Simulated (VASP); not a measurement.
Crystal: SrTe.

```
Sr Te
1.0
     0.00000    3.35276    3.35276
     3.35276    0.00000    3.35276
     3.35276    3.35276    0.00000
Sr Te
1 1
Direct
  0.00000 0.00000 0.00000
  0.50000 0.50000 0.50000
```

Base run:

```yaml
Program: VASP 6.6.1
Functional: PBE
Potentials_or_basis: VASP PAW PBE potentials, release 64 (Sr_sv, Te)
Cutoff: 500 eV
k_mesh: 4 × 4 × 4
Occupations: gaussian, width 0.01 eV
Spin: no spin polarisation
```

Its results: band gap on the k mesh 1.74 eV (least direct gap 2.47 eV); pressure 0.4 GPa.

Problem. The run is repeated on the same cell with these changes: functional from PBE to PBE-based global hybrid with 40 % exact exchange; cutoff from 500 eV to 400 eV. What comes out?

Solution. Band gap on the k mesh 4.09 eV (least direct gap 4.97 eV); pressure -0.6 GPa.

Caveats: spin-orbit coupling is left out, which moves the levels of the heavy elements; the PAW data sets were made with another functional, which shifts forces and pressure a little (at least some runs).

A k mesh can miss the band edges.
